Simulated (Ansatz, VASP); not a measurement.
## Sn in VASP and in Ansatz

The input POSCAR:

```
Sn
1.0
   -1.8946518192      1.8946518192      1.9230715965
    1.8946518192     -1.8946518192      1.9230715965
    1.8946518192      1.8946518192     -1.9230715965
Sn
1
Direct
    0.0000000000      0.0000000000      0.0000000000
```

Contents of INCAR.step1:

```
  PREC = Accurate
  ENCUT = 520
  ISMEAR = 0
  SIGMA = 0.15
  LREAL = False
  LASPH = True
  NELM = 80
  NBANDS = 13
  GGA = PE
  ALGO = Normal
  EDIFF = 1E-4
  LWAVE = True
  LCHARG = False
```

INCAR.step2

```
  PREC = Accurate
  ENCUT = 520
  EDIFF = 1E-7
  ISMEAR = 0
  SIGMA = 0.15
  LREAL = False
  LASPH = True
  NELM = 80
  ALGO = Normal
  ISIF = 2
  LWAVE = False
  LCHARG = True
  METAGGA = R2SCAN
  LMIXTAU = True
  LELF = True
  LVHAR = True
  NBANDS = 13
  ISTART = 1
```

KPOINTS

```
Automatic mesh
0
Gamma
  18 18 18
```

Input for Ansatz:

```yaml
crystal:
  lattice:
    - [-1.8946518192, 1.8946518192, 1.9230715965]
    - [1.8946518192, -1.8946518192, 1.9230715965]
    - [1.8946518192, 1.8946518192, -1.9230715965]
  atoms:
    - { symbol: Sn, position: [0.0, 0.0, 0.0] }
basis:
  ecutwfc: 500
kpoints:
  mp_grid: { grid: [18, 18, 18] }
hamiltonian:
  xc: r2scan
scf:
  occupations: { method: gaussian, width: 0.15 }
output:
  forces: true
  stress: true
  eigenvalues: true
```

Change from the starting cell: strain +0.000 along x and y, +0.015 along z, atoms carried along.

Alike in both runs: task single point; functional r2SCAN; k mesh 18 × 18 × 18; occupations gaussian, width 0.15 eV; no spin polarisation.

```csv
,VASP,Ansatz
version,VASP 6.6.1,Ansatz 0.2.0
potentials or method,"VASP PAW PBE potentials, release 64 (Sn_d), cutoff 520 eV","scalar-relativistic, plane waves, PAW"
valence electrons in the cell,14,14
```

|  | VASP | Ansatz | Ansatz less VASP |
| --- | --- | --- | --- |
| gap on the k mesh at the Fermi level (eV) | none | none | - |
| pressure (GPa) | -1.1 | -1.1 | +0.01 |
| traceless stress, the component that is largest in VASP (GPa) | 0.32 | 0.32 | +0.001 |

VASP's potentials were made for PBE, not for r2SCAN. A gap of «none» marks a metal or a gap that the smearing closes.
